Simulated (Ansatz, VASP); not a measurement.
# One calculation of Re, two programs

```
CELL_PARAMETERS angstrom
2.75803 0.00000 0.00000
-1.37901 2.38852 0.00000
0.00000 0.00000 4.46225
ATOMIC_POSITIONS crystal
Re 0.33333 0.66667 0.25000
Re 0.66667 0.33333 0.75000
```

Alike in both runs: functional r2SCAN; k mesh 18 × 18 × 10; occupations gaussian, width 0.1 eV; no spin polarisation.

Ansatz relaxed the structure, and its values are those at the end. VASP's run is a single point on that final structure, the one shown.

```csv
,VASP,Ansatz
version,VASP 6.6.1,Ansatz 0.2.0
potentials or method,"VASP PAW PBE potentials, release 64 (Re), cutoff 520 eV","scalar-relativistic, plane waves, PAW"
valence electrons in the cell,14,30
```

VASP gave:

| Item | Value |
| --- | --- |
| gap on the k mesh at the Fermi level (eV) | none |
| pressure (GPa) | 0.1 |

Task: Which values does Ansatz return?

Result: gap on the k mesh at the Fermi level (eV): none; pressure (GPa): 0.0.

VASP's potentials were made for PBE, not for r2SCAN. A gap of «none» marks a metal or a gap that the smearing closes. VASP's potentials hold 14 valence electrons a cell and Ansatz's 30, so a difference there can come from the potentials and not from the codes.

Neither program's run includes spin-orbit coupling.
